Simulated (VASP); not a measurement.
Runs of VASP 6.6.1 on Cd. The structure is that of space group Fm-3m (No. 225), or close to it. The cells are those of the table. 

```csv
task,cell,k mesh,cutoff (eV),gap on the mesh (eV),pressure (GPa)
single point,"a = 3.237 Å, angles 60.0°, 1 atom",12 × 12 × 12,520,none,0.2
single point,"a = 3.148 Å, angles 60.0°, 1 atom",13 × 13 × 13,520,none,3.7
single point,"a = 3.321 Å, angles 60.0°, 1 atom",13 × 13 × 13,520,none,(a)
single point,"a = 3.193 Å, angles 60.0°, 1 atom",13 × 13 × 13,520,none,1.7
relaxation of cell and atoms,"relaxed from a = 3.125 Å, angles 60.0°, 1 atom",12 × 12 × 12,600,none,0.0
```

Alike in all rows: level revPBE; potentials or basis VASP PAW PBE potentials, release 64 (Cd); no spin polarisation; smearing fermi-dirac 0.1 eV.

Q: Fill in the values left out.

A: (a) -2.0.

Caveats: the PAW data sets were made with another functional, which shifts forces and pressure a little.

A k mesh can miss the band edges, and the runs leave out spin-orbit coupling on Cd.

A gap of «none» marks levels without a gap at the run's occupations.
